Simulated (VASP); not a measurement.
# AgRh2 (P6/mmm) in VASP: a series of runs

Runs on AgRh2. Level: PBE. Tasks: single point, relaxation of cell and atoms.

Everything below comes from runs of VASP 6.6.1. Logs are shortened: lines on timing, memory, paths and dates and some standing lists are left out, and cuts for length are marked.

## 1. The cell of the first run

Symmetry: P6/mmm, No. 191, hexagonal system. The conventional cell has a = 4.454 Å, b = 4.454 Å, c = 2.710 Å, α = 90.00°, β = 90.00°, γ = 120.00°. Within 3.6 Å of Ag (site symmetry 6/mmm) lie 2 Ag at 2.71 Å and 12 Rh at 2.91 Å. Rh (site symmetry -6m2) has 5 Rh at 2.57 to 2.71 Å and 6 Ag at 2.91 Å within 3.4 Å.

## 2. Single point, PBE

Input file INCAR:

```
SYSTEM = AgRh2
PREC = Accurate
ENCUT = 520
EDIFF = 1E-6
ISMEAR = 0
SIGMA = 0.1
LREAL = .FALSE.
LASPH = .TRUE.
NELM = 80
ALGO = Fast
ISIF = 2
LWAVE = .FALSE.
LCHARG = .TRUE.
GGA = PE
LELF = .TRUE.
LVHAR = .TRUE.
NBANDS = 28
```

Input file KPOINTS:

```
Automatic mesh
0
G
  12 12 16
  0 0 0
```

Input file POSCAR:

```
AgRh2
1.0
    4.4537154095      0.0000000000      0.0000000000
   -2.2268577048      3.8570306859      0.0000000000
    0.0000000000      0.0000000000      2.7099685420
Ag Rh
1 2
Direct
    0.0000000000      0.0000000000      0.0000000000
    0.3333333333      0.6666666667      0.5000000000
    0.6666666667      0.3333333333      0.5000000000
```

Potentials or basis: VASP PAW PBE potentials, release 64 (Ag, Rh_pv).

Started as:

```console
cat potpaw_PBE.64/Ag/POTCAR potpaw_PBE.64/Rh_pv/POTCAR > POTCAR
mpirun -np 1 vasp_std > vasp.out
```

OUTCAR:

```text
SYSTEM = AgRh2
   PREC = Accurate
   ENCUT = 520
   EDIFF = 1E-6
   ISMEAR = 0
   LREAL = .FALSE.
   LASPH = .TRUE.
   NELM = 80
   ISIF = 2
   GGA = PE

 ion  position               nearest neighbor table
   1  0.000  0.000  0.000-   2 2.91   3 2.91   2 2.91   3 2.91   3 2.91   3 2.91   2 2.91   2 2.91
                             3 2.91   3 2.91   2 2.91   2 2.91
   2  0.333  0.667  0.500-   3 2.57   3 2.57   3 2.57   1 2.91   1 2.91   1 2.91   1 2.91   1 2.91
                             1 2.91
   3  0.667  0.333  0.500-   2 2.57   2 2.57   2 2.57   1 2.91   1 2.91   1 2.91   1 2.91   1 2.91
                             1 2.91

  LATTYP: Found a hexagonal cell.
 ALAT       =     4.4537154095
 C/A-ratio  =     0.6084736659

  Lattice vectors:

 A1 = (   4.4537154095,   0.0000000000,   0.0000000000)
 A2 = (  -2.2268577048,   3.8570306859,   0.0000000000)
 A3 = (   0.0000000000,   0.0000000000,   2.7099685420)

Analysis of symmetry for initial positions (statically):
=====================================================================
 Subroutine PRICEL returns:
 Original cell was already a primitive cell.

 Routine SETGRP: Setting up the symmetry group for a
 hexagonal supercell.

 Subroutine GETGRP returns: Found 24 space group operations
 (whereof 24 operations were pure point group operations)
 out of a pool of 24 trial point group operations.

The static configuration has the point symmetry D_6h.

Analysis of symmetry for dynamics (positions and initial velocities):
=====================================================================
 Subroutine PRICEL returns:
 Original cell was already a primitive cell.

 Routine SETGRP: Setting up the symmetry group for a
 hexagonal supercell.

 Subroutine GETGRP returns: Found 24 space group operations
 (whereof 24 operations were pure point group operations)
 out of a pool of 24 trial point group operations.

The dynamic configuration has the point symmetry D_6h.

 Subroutine INISYM returns: Found 24 space group operations
 (whereof 24 operations are pure point group operations),
 and found     1 'primitive' translations

----------------------------------------------------------------------------------------

                                     Primitive cell

  volume of cell :      46.5522

[... 86 lines left out ...]
   LSORBIT =      F    spin-orbit coupling
   LASPH  =      T    aspherical Exc in radial PAW
   ENCUT  =  520.0 eV  38.22 Ry    6.18 a.u.   8.28  8.28  5.04*2*pi/ulx,y,z
   NELM   =     80;   NELMIN=  2; NELMDL= -5     # of ELM steps
   EDIFF  = 0.1E-05   stopping-criterion for ELM
   LREAL  =      F    real-space projection
   EDIFFG = 0.1E-04   stopping-criterion for IOM
   NSW    =      0    number of steps for IOM
   IBRION =     -1    ionic relax: 0-MD 1-quasi-New 2-CG
   NFREE  =      0    steps in history (QN), initial steepest desc. (CG)
   ISIF   =      2    stress and relaxation
   ISYM   =      2    0-nonsym 1-usesym 2-fastsym
   POTIM  = 0.5000    time-step for ionic-motion
   TEBEG  =    0.0;   TEEND  =   0.0 temperature during run
   PSTRESS=    0.0 pullay stress
   NELECT =      41.0000    total number of electrons
   NUPDOWN=      -1.0000    fix difference up-down
   EMIN   =  10.00;   EMAX   =-10.00  energy-range for DOS
   EFERMI =   0.00;   METHOD = LEGACY
   ISMEAR =     0;   SIGMA  =   0.10  broadening in eV -4-tet -1-fermi 0-gaus
   EFERMI_NEDOS =   21; number of points for ismear=-14 and -15
   IALGO  =     68    algorithm
   IMIX   =      4    mixing-type and parameters
     AMIX     =   0.40;   BMIX     =  1.00
     AMIX_MAG =   1.60;   BMIX_MAG =  1.00
  volume/ion in A,a.u.               =      15.52       104.72
  Fermi-wavevector in a.u.,A,eV,Ry     =   1.569241  2.965435 33.504562  2.462516
  Thomas-Fermi vector in A             =   2.671152
   LORBIT       =      0    0 simple, 1 ext, 2 COOP (PROOUT), +10 PAW based schemes
   GGA     = PE    functional components
   LHFCALC =     F    Hartree Fock is set to
   AEXX    =    0.0000 exact exchange contribution
   IVDW    =     0    specifies the selected vdW correction
   LEPSILON=     F    determine dielectric tensor
   LRPA    =     F    only Hartree local field effects (RPA)
 non-spin polarized calculation
 RMM-DIIS sequential band-by-band and
 Gauss-broadening in eV      SIGMA  =   0.10
  energy-cutoff  :      520.00
  volume of cell :       46.55
 maximum number of plane-waves:      1290
 NGX is ok and might be reduce to    36
   NGX = 17   NGY = 17   NGZ = 11

 number of electron      41.0000001 magnetization

 Free energy of the ion-electron system (eV)
  ---------------------------------------------------
  ext. energy  EPLUGINS =         0.00000000
  ---------------------------------------------------
  free energy    TOTEN  =       -16.28689681 eV

  energy without entropy =      -16.26273783  energy(sigma->0) =      -16.27481732

 E-fermi :   9.5775     XC(G=0): -13.0702

 val. band max:        9.5672153514   @ k =   0.5000   0.0000   0.3750
 cond. band min:       9.5779639400   @ k =   0.4167   0.0000   0.3125
 fundamental gap:      0.0107485886
 Fermi energy:         9.5774674179

 k-point     1 :       0.0000    0.0000    0.0000
  band No.  band energies     occupation
      1     -36.7919      2.00000
      2     -36.7919      2.00000
      3     -36.3900      2.00000
      4     -36.3900      2.00000
      5     -36.2891      2.00000
      6     -36.2072      2.00000
[... 733 lines left out ...]
     27      21.9752      0.00000
     28      23.5327      0.00000

 [... further k-points ...]

------------------------ aborting loop because EDIFF is reached ----------------------------------------

  FORCE on cell =-STRESS in cart. coord.  units (eV):
  Direction    XX          YY          ZZ          XY          YZ          ZX
  --------------------------------------------------------------------------------------
  -------------------------------------------------------------------------------------
  Total       -0.0031121     -0.0031121     -0.0338553      0.0000000      0.0000000     -0.0000000
  in kB       -0.1071079     -0.1071079     -1.1651908      0.0000000      0.0000000     -0.0000000
  external PRESSURE =      -0.4598022 kB  Pullay stress =       0.0000000 kB

 VOLUME and BASIS-vectors are now :
 -----------------------------------------------------------------------------
  energy-cutoff  :      520.00
  volume of cell :       46.55
      direct lattice vectors                 reciprocal lattice vectors
     4.453715409  0.000000000  0.000000000     0.224531634  0.129633400  0.000000000
    -2.226857705  3.857030686  0.000000000     0.000000000  0.259266799  0.000000000
     0.000000000  0.000000000  2.709968542     0.000000000  0.000000000  0.369007974

 POSITION                                       TOTAL-FORCE (eV/Angst)
 -----------------------------------------------------------------------------------
      0.00000      0.00000      0.00000         0.000000      0.000000     -0.000000
     -0.00000      2.57135      1.35498         0.000000      0.000000      0.000000
      2.22686      1.28568      1.35498        -0.000000      0.000000     -0.000000
 -----------------------------------------------------------------------------------
    total drift:                                0.000000      0.000000     -0.000000

  FREE ENERGIE OF THE ION-ELECTRON SYSTEM (eV)
  ---------------------------------------------------
  free  energy   TOTEN  =       -16.2868968112 eV

  energy  without entropy=      -16.2627378292  energy(sigma->0) =      -16.27481732
```

stdout:

```text
POSCAR found type information on POSCAR AgRh
 POSCAR found :  2 types and       3 ions
 scaLAPACK will be used
 LDA part: xc-table for (Slater+PW92), standard interpolation
 POSCAR, INCAR and KPOINTS ok, starting setup
 FFT: planning ... GRIDC
 FFT: planning ... GRID_SOFT
 FFT: planning ... GRID
 WAVECAR not read
 entering main loop
```

It took 1.7 min on 1 thread of Intel Xeon 6975P-C (Granite Rapids), shared host; peak memory 0.31 GiB.

What came out:

| Property | Result |
| --- | --- |
| Free energy | -16.2869 eV |
| Pressure | 0.0 GPa |
| Band gap on the k mesh | zero (an odd number of electrons rules out a gap without spin polarisation) |

Stress tensor (GPa, compression positive):
```
-0.01  0.00  0.00
 0.00 -0.01  0.00
 0.00  0.00 -0.12
```

## 3. Relaxation of cell and atoms, PBE

This run uses another cell than the first one, of 15.56 Å³/atom.

Input file INCAR:

```
SYSTEM = AgRh2
  ALGO = Fast
  EDIFF = 1E-6
  EDIFFG = -0.01
  ENCUT = 600
  GGA = PE
  IBRION = 2
  ISIF = 3
  ISMEAR = 0
  LASPH = .TRUE.
  LCHARG = .FALSE.
  LREAL = .FALSE.
  LWAVE = .FALSE.
  NELM = 60
  NSW = 100
  PREC = Accurate
  SIGMA = 0.1
```

Input file KPOINTS:

```
k-points
0
G
  12 12 16
  0 0 0
```

Input file POSCAR:

```
AgRh2
1.0
    4.4307682249      0.0000000000      0.0000000000
   -2.2153841125      3.8371578411      0.0000000000
    0.0000000000      0.0000000000      2.7462642602
Ag Rh
1 2
Direct
    0.0000000000      0.0000000000      0.0000000000
    0.3333333333      0.6666666667      0.5000000000
    0.6666666667      0.3333333333      0.5000000000
```

Potentials or basis: VASP PAW PBE potentials, release 64 (Ag, Rh_pv).

Started as:

```console
cat potpaw_PBE.64/Ag/POTCAR potpaw_PBE.64/Rh_pv/POTCAR > POTCAR
mpirun -np 1 vasp_std > vasp.out
```

Run time: 6.5 min. Hardware: 1 thread of Intel Xeon 6975P-C (Granite Rapids), shared host; peak memory 0.35 GiB.

It converged, with:

* Free energy: -16.2869 eV
* Relaxed volume: 15.50 Å³/atom
* Relaxed cell: a = 4.453 Å, b = 4.453 Å, c = 2.708 Å, α = 90.00°, β = 90.00°, γ = 120.00°
* Space group after relaxing (to 0.1 Å): P6/mmm (No. 191)
* Energy gained by relaxing: 2.1 meV/atom
* Ionic steps: 5
* Pressure after relaxing: 0.1 GPa
* Band gap on the k mesh: zero (an odd number of electrons rules out a gap without spin polarisation)

The path:
```csv
step,energy change (eV),largest force (eV/Å),pressure (GPa),volume (Å³)
1,0.0000,0.0000,-0.41,46.69
2,-0.0061,0.0000,0.37,46.42
3,-0.0062,0.0000,0.51,46.38
4,-0.0060,0.0000,-0.68,46.69
5,-0.0064,0.0000,0.07,46.51
```

Final structure:
```
Ag Rh
1.0
     4.45322    0.00000    0.00000
    -2.22661    3.85660    0.00000
     0.00000    0.00000    2.70810
Ag Rh
1 2
Direct
  0.00000 0.00000 0.00000
  0.33333 0.66667 0.50000
  0.66667 0.33333 0.50000
```

Levels at points of the mesh, in eV from the Fermi level:
```
           k point  band 19  band 20  band 21  band 22  band 23  band 24
(0.00, 0.00, 0.00)    -1.11    -1.11     0.38     0.38     6.93     6.93
(0.50, 0.00, 0.00)    -0.88    -0.04     0.24     0.37     0.53     0.96
(0.00, 0.00, 0.50)    -0.52    -0.52     0.52     1.57     3.23     9.35
(0.50, 0.00, 0.50)    -0.64    -0.08     1.04     2.82     3.18     5.80
```
